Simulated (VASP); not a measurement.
# AlNi (Pm-3m) in VASP: a series of runs

AlNi is run at these levels: PBE; tasks: single point.

All numbers are computed with VASP 6.6.1; they aren't measurements. Logs are shortened: lines on timing, memory, paths and dates and some standing lists are left out, and cuts for length are marked.

## 1. The cell of the first run

It takes space group Pm-3m (No. 221, cubic). The conventional cell has a = 2.870 Å, b = 2.870 Å, c = 2.870 Å, α = 90.00°, β = 90.00°, γ = 90.00°. Within 3.3 Å of Al (site symmetry m-3m) lie 8 Ni at 2.49 Å and 6 Al at 2.87 Å. Within 3.3 Å of Ni (site symmetry m-3m) lie 8 Al at 2.49 Å and 6 Ni at 2.87 Å.

## 2. Single point, PBE

INCAR reads:

```
ALGO = Normal
EDIFF = 1E-6
ENCUT = 520
GGA = PE
ISIF = 2
ISMEAR = 0
LASPH = True
LCHARG = True
LELF = True
LREAL = False
LVHAR = True
LWAVE = False
NBANDS = 14
NELM = 60
PREC = Accurate
SIGMA = 0.1
```

KPOINTS reads:

```
k-points
0
Gamma
  14 14 14
```

POSCAR reads:

```
AlNi
1.0
    2.8700432978      0.0000000000      0.0000000000
    0.0000000000      2.8700432978      0.0000000000
    0.0000000000      0.0000000000      2.8700432978
Al Ni
1 1
Direct
    0.5000000000      0.5000000000      0.5000000000
    0.0000000000      0.0000000000      0.0000000000
```

Potentials or basis: VASP PAW PBE potentials, release 64 (Al, Ni).

Command:

```
cat potpaw_PBE.64/Al/POTCAR potpaw_PBE.64/Ni/POTCAR > POTCAR
mpirun -np 1 vasp_std > vasp.out
```

OUTCAR:

```text
EDIFF = 1E-6
   ENCUT = 520
   GGA = PE
   ISIF = 2
   ISMEAR = 0
   LASPH = True
   LREAL = False
   NELM = 60
   PREC = Accurate

 ion  position               nearest neighbor table
   1  0.500  0.500  0.500-   2 2.49   2 2.49   2 2.49   2 2.49   2 2.49   2 2.49   2 2.49   2 2.49

   2  0.000  0.000  0.000-   1 2.49   1 2.49   1 2.49   1 2.49   1 2.49   1 2.49   1 2.49   1 2.49

  LATTYP: Found a simple cubic cell.
 ALAT       =     2.8700432978

  Lattice vectors:

 A1 = (   2.8700432978,   0.0000000000,   0.0000000000)
 A2 = (   0.0000000000,   2.8700432978,   0.0000000000)
 A3 = (   0.0000000000,   0.0000000000,   2.8700432978)

Analysis of symmetry for initial positions (statically):
=====================================================================
 Subroutine PRICEL returns:
 Original cell was already a primitive cell.

 Routine SETGRP: Setting up the symmetry group for a
 simple cubic supercell.

 Subroutine GETGRP returns: Found 48 space group operations
 (whereof 48 operations were pure point group operations)
 out of a pool of 48 trial point group operations.

The static configuration has the point symmetry O_h .

Analysis of symmetry for dynamics (positions and initial velocities):
=====================================================================
 Subroutine PRICEL returns:
 Original cell was already a primitive cell.

 Routine SETGRP: Setting up the symmetry group for a
 simple cubic supercell.

 Subroutine GETGRP returns: Found 48 space group operations
 (whereof 48 operations were pure point group operations)
 out of a pool of 48 trial point group operations.

The dynamic configuration has the point symmetry O_h .

 Subroutine INISYM returns: Found 48 space group operations
 (whereof 48 operations are pure point group operations),
 and found     1 'primitive' translations

----------------------------------------------------------------------------------------

                                     Primitive cell

  volume of cell :      23.6410

  direct lattice vectors                    reciprocal lattice vectors
     2.870043298  0.000000000  0.000000000     0.348426799  0.000000000  0.000000000
     0.000000000  2.870043298  0.000000000     0.000000000  0.348426799  0.000000000
     0.000000000  0.000000000  2.870043298     0.000000000  0.000000000  0.348426799

  length of vectors
     2.870043298  2.870043298  2.870043298     0.348426799  0.348426799  0.348426799

  position of ions in fractional coordinates (direct lattice)
     0.500000000  0.500000000  0.500000000
     0.000000000  0.000000000  0.000000000

  ion indices of the primitive-cell ions
   primitive index   ion index
                 1           1
                 2           2

----------------------------------------------------------------------------------------

 KPOINTS: k-points

Automatic generation of k-mesh.
 Grid dimensions read from file:
 generate k-points for:   14   14   14

 Generating k-lattice:

  Cartesian coordinates                     Fractional coordinates (reciprocal lattice)
     0.024887629  0.000000000  0.000000000     0.071428571  0.000000000  0.000000000
     0.000000000  0.024887629  0.000000000     0.000000000  0.071428571  0.000000000
     0.000000000  0.000000000  0.024887629     0.000000000  0.000000000  0.071428571

  Length of vectors
     0.024887629  0.024887629  0.024887629

  Shift w.r.t. Gamma in fractional coordinates (k-lattice)
     0.000000000  0.000000000  0.000000000

 Subroutine IBZKPT returns following result:
 ===========================================

 Found    120 irreducible k-points:

 Following reciprocal coordinates:
            Coordinates               Weight
  0.000000  0.000000  0.000000      1.000000
  0.071429  0.000000  0.000000      6.000000
  0.142857  0.000000  0.000000      6.000000
  0.214286  0.000000  0.000000      6.000000
  0.285714  0.000000  0.000000      6.000000
  0.357143  0.000000  0.000000      6.000000
[... 16 lines left out ...]
  0.285714  0.214286  0.000000     24.000000
  0.357143  0.214286  0.000000     24.000000
 [... further k-points ...]
   k-points           NKPTS =    120   k-points in BZ     NKDIM =    120   number of bands    NBANDS=     14
   number of dos      NEDOS =    301   number of ions     NIONS =      2
   total plane-waves  NPLWV =  13824
   dimension x,y,z NGX =    24 NGY =   24 NGZ =   24
   dimension x,y,z NGXF=    48 NGYF=   48 NGZF=   48
   ions per type =               1   1
   NGX,Y,Z   is equivalent  to a cutoff of  13.90, 13.90, 13.90 a.u.
   NGXF,Y,Z  is equivalent  to a cutoff of  27.80, 27.80, 27.80 a.u.
 SYSTEM =  unknown system
   PREC   = accura    normal or accurate (medium, high low for compatibility)
   ISTART =      0    job   : 0-new  1-cont  2-samecut
   ICHARG =      2    charge: 1-file 2-atom 10-const
   ISPIN  =      1    spin polarized calculation?
   LNONCOLLINEAR =      F non collinear calculations
   LSORBIT =      F    spin-orbit coupling
   LASPH  =      T    aspherical Exc in radial PAW
   ENCUT  =  520.0 eV  38.22 Ry    6.18 a.u.   5.34  5.34  5.34*2*pi/ulx,y,z
   NELM   =     60;   NELMIN=  2; NELMDL= -5     # of ELM steps
   EDIFF  = 0.1E-05   stopping-criterion for ELM
   LREAL  =      F    real-space projection
   EDIFFG = 0.1E-04   stopping-criterion for IOM
   NSW    =      0    number of steps for IOM
   IBRION =     -1    ionic relax: 0-MD 1-quasi-New 2-CG
   NFREE  =      0    steps in history (QN), initial steepest desc. (CG)
   ISIF   =      2    stress and relaxation
   ISYM   =      2    0-nonsym 1-usesym 2-fastsym
   POTIM  = 0.5000    time-step for ionic-motion
   TEBEG  =    0.0;   TEEND  =   0.0 temperature during run
   PSTRESS=    0.0 pullay stress
   NELECT =      13.0000    total number of electrons
   NUPDOWN=      -1.0000    fix difference up-down
   EMIN   =  10.00;   EMAX   =-10.00  energy-range for DOS
   EFERMI =   0.00;   METHOD = LEGACY
   ISMEAR =     0;   SIGMA  =   0.10  broadening in eV -4-tet -1-fermi 0-gaus
   EFERMI_NEDOS =   21; number of points for ismear=-14 and -15
   IALGO  =     38    algorithm
   IMIX   =      4    mixing-type and parameters
     AMIX     =   0.40;   BMIX     =  1.00
     AMIX_MAG =   1.60;   BMIX_MAG =  1.00
  volume/ion in A,a.u.               =      11.82        79.77
  Fermi-wavevector in a.u.,A,eV,Ry     =   1.341223  2.534543 24.475219  1.798878
  Thomas-Fermi vector in A             =   2.469473
   LORBIT       =      0    0 simple, 1 ext, 2 COOP (PROOUT), +10 PAW based schemes
   GGA     = PE    functional components
   LHFCALC =     F    Hartree Fock is set to
   AEXX    =    0.0000 exact exchange contribution
   IVDW    =     0    specifies the selected vdW correction
   LEPSILON=     F    determine dielectric tensor
   LRPA    =     F    only Hartree local field effects (RPA)
 non-spin polarized calculation
 Gauss-broadening in eV      SIGMA  =   0.10
  energy-cutoff  :      520.00
  volume of cell :       23.64
 maximum number of plane-waves:       655
 NGX is ok and might be reduce to    24
   NGX = 11   NGY = 11   NGZ = 11

 number of electron      13.0000013 magnetization

 Free energy of the ion-electron system (eV)
  ---------------------------------------------------
  ext. energy  EPLUGINS =         0.00000000
  ---------------------------------------------------
  free energy    TOTEN  =       -10.53239871 eV

  energy without entropy =      -10.52731097  energy(sigma->0) =      -10.52985484

 E-fermi :  10.1471     XC(G=0): -12.1033

 val. band max:       10.1442864255   @ k =   0.3571   0.1429   0.1429
 cond. band min:      10.1837993924   @ k =   0.3571   0.2857   0.0714
 fundamental gap:      0.0395129668
 Fermi energy:        10.1470645519

 k-point     1 :       0.0000    0.0000    0.0000
  band No.  band energies     occupation
      1      -1.0437      2.00000
      2       6.8969      2.00000
      3       6.8969      2.00000
      4       8.6132      2.00000
      5       8.6132      2.00000
      6       8.6132      2.00000
      7      15.7264      0.00000
      8      15.7264      0.00000
      9      15.7264      0.00000
     10      18.3397      0.00000
     11      18.3397      0.00000
     12      24.1263      0.00000
     13      31.2389      0.00000
     14      31.2389      0.00000

 k-point     2 :       0.0714    0.0000    0.0000
  band No.  band energies     occupation
      1      -0.9490      2.00000
      2       6.8900      2.00000
      3       6.9194      2.00000
      4       8.5718      2.00000
      5       8.5718      2.00000
      6       8.6176      2.00000
      7      14.7387      0.00000
      8      15.8516      0.00000
      9      15.8516      0.00000
     10      18.3446      0.00000
     11      19.2339      0.00000
     12      24.4561      0.00000
     13      30.1640      0.00000
     14      30.1640      0.00000

 k-point     3 :       0.1429    0.0000    0.0000
  band No.  band energies     occupation
      1      -0.6661      2.00000
      2       6.8451      2.00000
      3       6.9832      2.00000
      4       8.4599      2.00000
      5       8.4599      2.00000
      6       8.6300      2.00000
      7      13.1297      0.00000
      8      16.2156      0.00000
      9      16.2156      0.00000
     10      18.3588      0.00000
     11      20.5150      0.00000
     12      25.5075      0.00000
     13      28.4169      0.00000
     14      28.4169      0.00000
[... 324 lines left out ...]
 k-point    23 :       0.2857    0.2143    0.0000
  band No.  band energies     occupation
      1       1.2412      2.00000
      2       6.5657      2.00000
      3       7.1102      2.00000
      4       7.8708      2.00000
      5       8.1997      2.00000
      6       8.3992      2.00000
      7      10.8821      0.00000
      8      13.3196      0.00000
      9      18.5275      0.00000
     10      19.1233      0.00000
     11      21.8367      0.00000
     12      25.5897      0.00000
     13      26.1255      0.00000
     14      27.6645      0.00000

 k-point    24 :       0.3571    0.2143    0.0000
  band No.  band energies     occupation
      1       2.0145      2.00000
      2       5.8900      2.00000
      3       7.2828      2.00000
      4       7.8250      2.00000
      5       8.0775      2.00000
      6       8.4195      2.00000
      7      10.0725      1.70828
      8      13.9538      0.00000
      9      18.0540      0.00000
     10      19.3978      0.00000
     11      21.8102      0.00000
     12      24.1215      0.00000
     13      26.3821      0.00000
     14      27.8960      0.00000

 [... further k-points ...]

------------------------ aborting loop because EDIFF is reached ----------------------------------------

  FORCE on cell =-STRESS in cart. coord.  units (eV):
  Direction    XX          YY          ZZ          XY          YZ          ZX
  --------------------------------------------------------------------------------------
  -------------------------------------------------------------------------------------
  Total        0.5912270      0.5912270      0.5912270     -0.0000000      0.0000000     -0.0000000
  in kB       40.0681697     40.0681697     40.0681697     -0.0000000      0.0000000     -0.0000000
  external PRESSURE =      40.0681697 kB  Pullay stress =       0.0000000 kB

 VOLUME and BASIS-vectors are now :
 -----------------------------------------------------------------------------
  energy-cutoff  :      520.00
  volume of cell :       23.64
      direct lattice vectors                 reciprocal lattice vectors
     2.870043298  0.000000000  0.000000000     0.348426799  0.000000000  0.000000000
     0.000000000  2.870043298  0.000000000     0.000000000  0.348426799  0.000000000
     0.000000000  0.000000000  2.870043298     0.000000000  0.000000000  0.348426799

 POSITION                                       TOTAL-FORCE (eV/Angst)
 -----------------------------------------------------------------------------------
      1.43502      1.43502      1.43502         0.000000      0.000000      0.000000
      0.00000      0.00000      0.00000         0.000000      0.000000      0.000000
 -----------------------------------------------------------------------------------
    total drift:                               -0.000000      0.000000      0.000000

  FREE ENERGIE OF THE ION-ELECTRON SYSTEM (eV)
  ---------------------------------------------------
  free  energy   TOTEN  =       -10.5323987113 eV

  energy  without entropy=      -10.5273109722  energy(sigma->0) =      -10.52985484
```

Run time: 38 s. Hardware: 1 thread of Intel Xeon 8259CL, shared host; peak memory 0.17 GiB.

What came out:

```
Free energy            : -10.5324 eV
Pressure               : 4.0 GPa
Band gap on the k mesh : zero (an odd number of electrons rules out a gap without spin polarisation)
```

Caveat: the cell stands under pressure.

## 3. Single point, PBE

This run uses another cell than the first one, of 12.03 Å³/atom.

INCAR reads:

```
PREC = Accurate ; ENCUT = 520
EDIFF = 1E-6 ; ISMEAR = 0
SIGMA = 0.1 ; LREAL = F
LASPH = T ; NELM = 100
ALGO = Normal ; ISIF = 2
LWAVE = F ; LCHARG = F
GGA = PE ; NBANDS = 14
```

KPOINTS reads:

```
regular mesh
0
Gamma
  14 14 14
```

POSCAR reads:

```
AlNi
1.0
    2.8872276008      0.0000000000      0.0000000000
    0.0000000000      2.8872276008      0.0000000000
    0.0000000000      0.0000000000      2.8872276008
Al Ni
1 1
Direct
    0.5000000000      0.5000000000      0.5000000000
    0.0000000000      0.0000000000      0.0000000000
```

Potentials or basis: VASP PAW PBE potentials, release 64 (Al, Ni).

Command:

```
cat potpaw_PBE.64/Al/POTCAR potpaw_PBE.64/Ni/POTCAR > POTCAR
mpirun -np 1 vasp_std > vasp.out
```

It took 39 s on 1 thread of Intel Xeon 8259CL, shared host; peak memory 0.17 GiB.

It converged, with:

```yaml
Free_energy: -10.5391 eV
Pressure: 1.0 GPa
Band_gap_on_the_k_mesh: zero (an odd number of electrons rules out a gap without spin polarisation)
```

Levels at points of the mesh, in eV from the Fermi level:
| k point | band 4 | band 5 | band 6 | band 7 | band 8 | band 9 | band 10 | band 11 |
| --- | --- | --- | --- | --- | --- | --- | --- | --- |
| (0.00, 0.00, 0.00) | -1.50 | -1.50 | -1.50 | 5.50 | 5.50 | 5.50 | 8.13 | 8.13 |
| (0.50, 0.00, 0.00) | -2.19 | -2.19 | -1.41 | -0.61 | 8.30 | 10.02 | 10.02 | 10.85 |
| (0.50, 0.50, 0.00) | -2.84 | -2.02 | -2.02 | -0.97 | 1.50 | 2.47 | 12.23 | 15.11 |
| (0.50, 0.50, 0.50) | -0.94 | -0.94 | 2.04 | 2.04 | 2.04 | 3.66 | 4.45 | 4.45 |

## 4. Single point, PBE

This run uses another cell than the first one, of 12.19 Å³/atom.

INCAR reads:

```
PREC = Accurate
ENCUT = 520
EDIFF = 1E-7
ISMEAR = 0
SIGMA = 0.1
LREAL = False
LASPH = True
NELM = 60
ALGO = Normal
ISIF = 2
LWAVE = False
LCHARG = True
GGA = PE
LELF = True
LVHAR = True
NBANDS = 14
```

KPOINTS is that of step 3.

POSCAR reads:

```
AlNi
1.0
    2.8993483357      0.0000000000      0.0000000000
    0.0000000000      2.8993483357      0.0000000000
    0.0000000000      0.0000000000      2.8993483357
Al Ni
1 1
Direct
    0.5000000000      0.5000000000      0.5000000000
    0.0000000000      0.0000000000      0.0000000000
```

Command:

```
cat potpaw_PBE.64/Al/POTCAR potpaw_PBE.64/Ni/POTCAR > POTCAR
mpirun -np 1 vasp_std > vasp.out
```

Wall time 43 s (1 thread of Intel Xeon 8259CL, shared host); peak memory 0.17 GiB.

The run converged. Its results:

| Quantity | Value |
| --- | --- |
| Free energy | -10.5391 eV |
| Pressure | -1.0 GPa |
| Band gap on the k mesh | zero (an odd number of electrons rules out a gap without spin polarisation) |

Levels at points of the mesh, in eV from the Fermi level:
| k point | band 4 | band 5 | band 6 | band 7 | band 8 | band 9 | band 10 | band 11 |
| --- | --- | --- | --- | --- | --- | --- | --- | --- |
| (0.00, 0.00, 0.00) | -1.47 | -1.47 | -1.47 | 5.45 | 5.45 | 5.45 | 8.09 | 8.09 |
| (0.50, 0.00, 0.00) | -2.16 | -2.16 | -1.39 | -0.60 | 8.29 | 9.96 | 9.96 | 10.73 |
| (0.50, 0.50, 0.00) | -2.80 | -1.99 | -1.99 | -0.96 | 1.48 | 2.41 | 12.09 | 15.01 |
| (0.50, 0.50, 0.50) | -0.93 | -0.93 | 2.05 | 2.05 | 2.05 | 3.55 | 4.39 | 4.39 |

Spin polarisation is off, so any magnetic state and its effect on volume and gap are missing.

## 5. The runs side by side

| cell | gap on the mesh (eV) | pressure (GPa) |
| --- | --- | --- |
| a = 2.870 Å, 2 atoms | none | 4.0 |
| a = 2.887 Å, 2 atoms | none | 1.0 |
| a = 2.899 Å, 2 atoms | none | -1.0 |

Alike in all rows: task single point; level PBE; potentials or basis VASP PAW PBE potentials, release 64 (Al, Ni); no spin polarisation; k mesh 14 × 14 × 14; cutoff (eV) 520; smearing gaussian 0.1 eV.

Caveats: the cell stands under pressure (at least some runs).

Total energies depend on the potentials used, so only differences within one code and one set of settings carry meaning.
